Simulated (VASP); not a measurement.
# Ir (P6_3/mmc) in VASP: a series of runs

Ir is run at these levels: PBEsol; tasks: single point.

Program: VASP 6.6.1. These are calculated values, not measurements. Logs are shortened: lines on timing, memory, paths and dates and some standing lists are left out, and cuts for length are marked.

## 1. The cell of the first run

Symmetry: P6_3/mmc, No. 194, hexagonal system. The conventional cell has a = 2.751 Å, b = 2.751 Å, c = 4.462 Å, α = 90.00°, β = 90.00°, γ = 120.00°. Ir (site symmetry -6m2) has 12 Ir at 2.74 to 2.75 Å within 3.6 Å.

## 2. Single point, PBEsol

Contents of INCAR:

```
ALGO = Normal ; EDIFF = 1E-6
ENCUT = 500 ; GGA = PS
GGA_COMPAT = False ; ISIF = 2
ISMEAR = 1 ; LASPH = True
LCHARG = False ; LREAL = False
LWAVE = False ; NBANDS = 16
NELM = 120 ; PREC = Accurate
SIGMA = 0.05
```

Contents of KPOINTS:

```
k-points
0
Gamma
  3 3 2
```

Contents of POSCAR:

```
Ir
1.0
    2.7513778900      0.0000000000      0.0000000000
   -1.3756889500      2.3827631500      0.0000000000
    0.0000000000      0.0000000000      4.4622900000
Ir
2
Direct
    0.6666666667      0.3333333333      0.7500000000
    0.3333333333      0.6666666667      0.2500000000
```

Potentials or basis: VASP PAW PBE potentials, release 64 (Ir).

On the command line:

```sh
$ cat potpaw_PBE.64/Ir/POTCAR > POTCAR
$ mpirun -np 1 vasp_std > vasp.out
```

OUTCAR:

```text
EDIFF = 1E-6
   ENCUT = 500
   GGA = PS
   ISIF = 2
   ISMEAR = 1
   LASPH = True
   LREAL = False
   NELM = 120
   PREC = Accurate

 ion  position               nearest neighbor table
   1  0.667  0.333  0.750-   2 2.74   2 2.74   2 2.74   2 2.74   2 2.74   2 2.74
   2  0.333  0.667  0.250-   1 2.74   1 2.74   1 2.74   1 2.74   1 2.74   1 2.74

  LATTYP: Found a hexagonal cell.
 ALAT       =     2.7513778900
 C/A-ratio  =     1.6218382855

  Lattice vectors:

 A1 = (   2.7513778900,   0.0000000000,   0.0000000000)
 A2 = (  -1.3756889500,   2.3827631500,   0.0000000000)
 A3 = (   0.0000000000,   0.0000000000,   4.4622900000)

Analysis of symmetry for initial positions (statically):
=====================================================================
 Subroutine PRICEL returns:
 Original cell was already a primitive cell.

 Routine SETGRP: Setting up the symmetry group for a
 hexagonal supercell.

 Subroutine GETGRP returns: Found 24 space group operations
 (whereof 12 operations were pure point group operations)
 out of a pool of 24 trial point group operations.

The static configuration has the point symmetry D_3d.
 The point group associated with its full space group is D_6h.

Analysis of symmetry for dynamics (positions and initial velocities):
=====================================================================
 Subroutine PRICEL returns:
 Original cell was already a primitive cell.

 Routine SETGRP: Setting up the symmetry group for a
 hexagonal supercell.

 Subroutine GETGRP returns: Found 24 space group operations
 (whereof 12 operations were pure point group operations)
 out of a pool of 24 trial point group operations.

The dynamic configuration has the point symmetry D_3d.
 The point group associated with its full space group is D_6h.

 Subroutine INISYM returns: Found 24 space group operations
 (whereof 12 operations are pure point group operations),
 and found     1 'primitive' translations

----------------------------------------------------------------------------------------

                                     Primitive cell

  volume of cell :      29.2542

  direct lattice vectors                    reciprocal lattice vectors
     2.751377890  0.000000000  0.000000000     0.363454255  0.209840412  0.000000000
    -1.375688950  2.382763150  0.000000000     0.000000000  0.419680823  0.000000000
     0.000000000  0.000000000  4.462290000     0.000000000  0.000000000  0.224100182

  length of vectors
     2.751377890  2.751377894  4.462290000     0.419680824  0.419680823  0.224100182

  position of ions in fractional coordinates (direct lattice)
     0.666666667  0.333333333  0.750000000
     0.333333333  0.666666667  0.250000000

  ion indices of the primitive-cell ions
   primitive index   ion index
                 1           1
                 2           2

----------------------------------------------------------------------------------------

 KPOINTS: k-points

Automatic generation of k-mesh.
 Grid dimensions read from file:
 generate k-points for:    3    3    2

 Generating k-lattice:

  Cartesian coordinates                     Fractional coordinates (reciprocal lattice)
     0.121151418  0.069946804  0.000000000     0.333333333 -0.000000000  0.000000000
     0.000000000  0.139893608  0.000000000     0.000000000  0.333333333  0.000000000
     0.000000000  0.000000000  0.112050091     0.000000000  0.000000000  0.500000000

  Length of vectors
     0.139893608  0.139893608  0.112050091

  Shift w.r.t. Gamma in fractional coordinates (k-lattice)
     0.000000000  0.000000000  0.000000000

 Subroutine IBZKPT returns following result:
 ===========================================

 Found      6 irreducible k-points:

 Following reciprocal coordinates:
            Coordinates               Weight
  0.000000  0.000000  0.000000      1.000000
  0.333333  0.000000  0.000000      6.000000
  0.333333  0.333333  0.000000      2.000000
  0.000000  0.000000  0.500000      1.000000
  0.333333  0.000000  0.500000      6.000000
  0.333333  0.333333  0.500000      2.000000
   k-points           NKPTS =      6   k-points in BZ     NKDIM =      6   number of bands    NBANDS=     16
   number of dos      NEDOS =    301   number of ions     NIONS =      2
   total plane-waves  NPLWV =  14400
   dimension x,y,z NGX =    20 NGY =   20 NGZ =   36
   dimension x,y,z NGXF=    40 NGYF=   40 NGZF=   72
   ions per type =               2
   NGX,Y,Z   is equivalent  to a cutoff of  12.08, 12.08, 13.41 a.u.
   NGXF,Y,Z  is equivalent  to a cutoff of  24.17, 24.17, 26.82 a.u.
 SYSTEM =  unknown system
   PREC   = accura    normal or accurate (medium, high low for compatibility)
   ISTART =      0    job   : 0-new  1-cont  2-samecut
   ICHARG =      2    charge: 1-file 2-atom 10-const
   ISPIN  =      1    spin polarized calculation?
   LNONCOLLINEAR =      F non collinear calculations
   LSORBIT =      F    spin-orbit coupling
   LASPH  =      T    aspherical Exc in radial PAW
   ENCUT  =  500.0 eV  36.75 Ry    6.06 a.u.   5.02  5.02  8.14*2*pi/ulx,y,z
   NELM   =    120;   NELMIN=  2; NELMDL= -5     # of ELM steps
   EDIFF  = 0.1E-05   stopping-criterion for ELM
   LREAL  =      F    real-space projection
   EDIFFG = 0.1E-04   stopping-criterion for IOM
   NSW    =      0    number of steps for IOM
   IBRION =     -1    ionic relax: 0-MD 1-quasi-New 2-CG
   NFREE  =      0    steps in history (QN), initial steepest desc. (CG)
   ISIF   =      2    stress and relaxation
   ISYM   =      2    0-nonsym 1-usesym 2-fastsym
   POTIM  = 0.5000    time-step for ionic-motion
   TEBEG  =    0.0;   TEEND  =   0.0 temperature during run
   PSTRESS=    0.0 pullay stress
   NELECT =      18.0000    total number of electrons
   NUPDOWN=      -1.0000    fix difference up-down
   EMIN   =  10.00;   EMAX   =-10.00  energy-range for DOS
   EFERMI =   0.00;   METHOD = LEGACY
   ISMEAR =     1;   SIGMA  =   0.05  broadening in eV -4-tet -1-fermi 0-gaus
   EFERMI_NEDOS =   21; number of points for ismear=-14 and -15
   IALGO  =     38    algorithm
   IMIX   =      4    mixing-type and parameters
     AMIX     =   0.40;   BMIX     =  1.00
     AMIX_MAG =   1.60;   BMIX_MAG =  1.00
  volume/ion in A,a.u.               =      14.63        98.71
  Fermi-wavevector in a.u.,A,eV,Ry     =   1.392417  2.631287 26.379323  1.938826
  Thomas-Fermi vector in A             =   2.516162
   LORBIT       =      0    0 simple, 1 ext, 2 COOP (PROOUT), +10 PAW based schemes
   GGA     = PS    functional components
   LHFCALC =     F    Hartree Fock is set to
   AEXX    =    0.0000 exact exchange contribution
   IVDW    =     0    specifies the selected vdW correction
   LEPSILON=     F    determine dielectric tensor
   LRPA    =     F    only Hartree local field effects (RPA)
 non-spin polarized calculation
 Methfessel and Paxton  Order N= 1 SIGMA  =   0.05
  energy-cutoff  :      500.00
  volume of cell :       29.25
 maximum number of plane-waves:       756
 NGX is ok and might be reduce to    20
   NGX =  9   NGY =  9   NGZ = 17

 number of electron      18.0000000 magnetization

 Free energy of the ion-electron system (eV)
  ---------------------------------------------------
  ext. energy  EPLUGINS =         0.00000000
  ---------------------------------------------------
  free energy    TOTEN  =       -18.23687900 eV

  energy without entropy =      -18.23415544  energy(sigma->0) =      -18.23597115

 E-fermi :   9.7172     XC(G=0): -13.9144

 val. band max:        9.7169690158   @ k =   0.3333   0.3333   0.0000
 cond. band min:       9.8373473800   @ k =   0.3333   0.0000   0.5000
 fundamental gap:      0.1203783642
 Fermi energy:         9.7171805429

 k-point     1 :       0.0000    0.0000    0.0000
  band No.  band energies     occupation
      1      -1.1513      2.00000
      2       1.9515      2.00000
      3       5.9220      2.00000
      4       6.2312      2.00000
      5       6.2312      2.00000
      6       6.8644      2.00000
[... 8 lines left out ...]
     15      26.1892      0.00000
     16      27.3159      0.00000

 k-point     2 :       0.3333    0.0000    0.0000
  band No.  band energies     occupation
      1       1.8883      2.00000
      2       3.0326      2.00000
      3       3.8281      2.00000
      4       5.4625      2.00000
      5       6.0643      2.00000
      6       6.2935      2.00000
[... 8 lines left out ...]
     15      23.3629      0.00000
     16      24.4488      0.00000

 k-point     3 :       0.3333    0.3333    0.0000
  band No.  band energies     occupation
      1       3.1552      2.00000
      2       4.1287      2.00000
      3       4.1287      2.00000
      4       4.9527      2.00000
      5       5.6309      2.00000
      6       5.6309      2.00000
[... 8 lines left out ...]
     15      23.1618      0.00000
     16      23.1618      0.00000

 k-point     4 :       0.0000    0.0000    0.5000
  band No.  band energies     occupation
      1       1.0907      2.00000
      2       1.0907      2.00000
      3       5.4111      2.00000
      4       5.4111      2.00000
      5       6.0750      2.00000
      6       6.0750      2.00000
[... 8 lines left out ...]
     15      25.5140      0.00000
     16      25.5140      0.00000

 k-point     5 :       0.3333    0.0000    0.5000
  band No.  band energies     occupation
      1       2.4882      2.00000
      2       2.4882      2.00000
      3       4.3557      2.00000
      4       4.3557      2.00000
      5       7.0241      2.00000
      6       7.0241      2.00000
[... 8 lines left out ...]
     15      25.1951      0.00000
     16      25.1951      0.00000

 k-point     6 :       0.3333    0.3333    0.5000
  band No.  band energies     occupation
      1       3.6099      2.00000
      2       3.6099      2.00000
      3       4.5400      2.00000
      4       4.5400      2.00000
      5       5.8848      2.00000
      6       5.8848      2.00000
[... 8 lines left out ...]
     15      19.4293      0.00000
     16      19.4293      0.00000

------------------------ aborting loop because EDIFF is reached ----------------------------------------

  FORCE on cell =-STRESS in cart. coord.  units (eV):
  Direction    XX          YY          ZZ          XY          YZ          ZX
  --------------------------------------------------------------------------------------
  -------------------------------------------------------------------------------------
  Total        2.8353979      2.8353979     -6.4198683     -0.0000000      0.0000000     -0.0000000
  in kB      155.2872098    155.2872101   -351.5991317     -0.0000003      0.0000000     -0.0000000
  external PRESSURE =     -13.6749040 kB  Pullay stress =       0.0000000 kB

 VOLUME and BASIS-vectors are now :
 -----------------------------------------------------------------------------
  energy-cutoff  :      500.00
  volume of cell :       29.25
      direct lattice vectors                 reciprocal lattice vectors
     2.751377890  0.000000000  0.000000000     0.363454255  0.209840412  0.000000000
    -1.375688950  2.382763150  0.000000000     0.000000000  0.419680823  0.000000000
     0.000000000  0.000000000  4.462290000     0.000000000  0.000000000  0.224100182

 POSITION                                       TOTAL-FORCE (eV/Angst)
 -----------------------------------------------------------------------------------
      1.37569      0.79425      3.34672        -0.000000      0.000000      0.000000
     -0.00000      1.58851      1.11557         0.000000      0.000000      0.000000
 -----------------------------------------------------------------------------------
    total drift:                               -0.000000      0.000000     -0.000000

  FREE ENERGIE OF THE ION-ELECTRON SYSTEM (eV)
  ---------------------------------------------------
  free  energy   TOTEN  =       -18.2368790036 eV

  energy  without entropy=      -18.2341554391  energy(sigma->0) =      -18.23597115
```

Run time: 18 s. Hardware: 1 thread of Intel Xeon 8259CL, shared host; peak memory 0.14 GiB.

Results:

- Free energy: -18.2369 eV
- Pressure: -1.4 GPa
- Band gap on the k mesh: zero (band 9 reaches 9.98 eV, above the bottom of band 10 at 8.92 eV)

Caveat: the k points lie up to 0.88 Å⁻¹ apart; the PAW data sets were made with another functional, which shifts forces and pressure a little; spin-orbit coupling is left out, which moves the levels of the heavy elements.

## 3. Single point, PBEsol

Contents of INCAR:

```
SYSTEM = Ir
PREC     = Accurate       ! precision mode
ENCUT    = 500            ! plane-wave cutoff, eV
EDIFF    = 1E-6           ! SCF threshold, eV
ISMEAR   = 1              ! smearing method
SIGMA    = 0.05           ! smearing width, eV
LREAL    = .False.        ! projectors in reciprocal space
LASPH    = .True.         ! aspherical terms in the spheres
NELM     = 120            ! most SCF steps
ALGO     = Normal         ! electronic algorithm
ISIF     = 2              ! what is computed and relaxed
LWAVE    = .False.        ! write WAVECAR
LCHARG   = .True.         ! write CHGCAR
GGA      = PS             ! functional
LELF     = .True.         ! ELF
LVHAR    = .True.       
NBANDS   = 16             ! bands
GGA_COMPAT= .False.
```

Contents of KPOINTS:

```
regular mesh
0
Gamma
  4 4 3
  0 0 0
```

POSCAR is that of step 2.

Potentials or basis: VASP PAW PBE potentials, release 64 (Ir).

On the command line:

```sh
$ cat potpaw_PBE.64/Ir/POTCAR > POTCAR
$ mpirun -np 1 vasp_std > vasp.out
```

It used 18 s of CPU time on 1 thread of Intel Xeon 8259CL, with other jobs on the host.

Results (log left out):

| Quantity | Value |
| --- | --- |
| Free energy | -19.8473 eV |
| Pressure | -15.7 GPa |
| Band gap on the k mesh | zero (band 9 reaches 10.74 eV, above the bottom of band 10 at 8.39 eV) |

Stress tensor (GPa, compression positive):
```
-21.02   0.00   0.00
  0.00 -21.02   0.00
  0.00   0.00  -5.16
```

Levels at points of the mesh, in eV from the Fermi level:
```
           k point  band 5  band 6  band 7  band 8  band 9  band 10  band 11  band 12  band 13  band 14
(0.00, 0.00, 0.00)   -3.77   -3.15   -3.15   -2.30   -2.30    -0.83     0.23     0.23     6.73    14.18
(0.50, 0.00, 0.00)   -3.45   -3.38   -2.89    0.57    0.89     0.96     2.77     4.16     7.92    10.00
```

Caveat: the k points lie up to 0.66 Å⁻¹ apart; the PAW data sets were made with another functional, which shifts forces and pressure a little; spin-orbit coupling is left out, which moves the levels of the heavy elements.

[end of part 1 of 2]
